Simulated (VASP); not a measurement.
Here is a VASP 6.6.1 calculation.

Contents of INCAR:

```
PREC = Accurate
ENCUT = 520
EDIFF = 1E-6
ISMEAR = 0
SIGMA = 0.2
LREAL = False
LASPH = True
NELM = 100
ALGO = Fast
ISIF = 2
LWAVE = False
LCHARG = False
GGA = PE
NBANDS = 56
```

The input KPOINTS:

```
Automatic mesh
0
Gamma
  4 4 4
```

File POSCAR:

```
In5Sb2As3
1.0
    0.0000000000     -5.5080105702      0.0000000000
   -6.5269289978      0.0000000000     -0.0934522887
    0.2235653320      0.0000000000     -7.3179829927
In Sb As
5 2 3
Direct
    0.0000000000      0.0354812155      0.9345967545
    0.0000000000      0.6162542588      0.7656613498
    0.0000000000      0.2286293901      0.5458896341
    0.0000000000      0.8256447255      0.3528635196
    0.0000000000      0.4221776504      0.1556352974
    0.5000000000      0.7201300456      0.5642557424
    0.5000000000      0.9090968700      0.1351340845
    0.5000000000      0.1399053409      0.7106519958
    0.5000000000      0.3052866947      0.4018719160
    0.5000000000      0.5473938084      0.9334397059
```

Potentials or basis: VASP PAW PBE potentials, release 64 (In_d, Sb, As).

The run is started by

```sh
$ cat potpaw_PBE.64/In_d/POTCAR potpaw_PBE.64/Sb/POTCAR potpaw_PBE.64/As/POTCAR > POTCAR
$ mpirun -np 1 vasp_std > vasp.out
```

**Question.** Estimate the band gap on the k mesh.

**Answer.** Zero (bands 45 and 46 overlap by 1.00 eV).

**Question.** Estimate the pressure.

**Answer.** 0.0 GPa.

Stress tensor (GPa, compression positive):
```
 0.64  0.00 -0.28
 0.00 -1.34  0.00
-0.28  0.00  0.58
```

Caveat: spin-orbit coupling is left out, which moves the levels of the heavy elements.
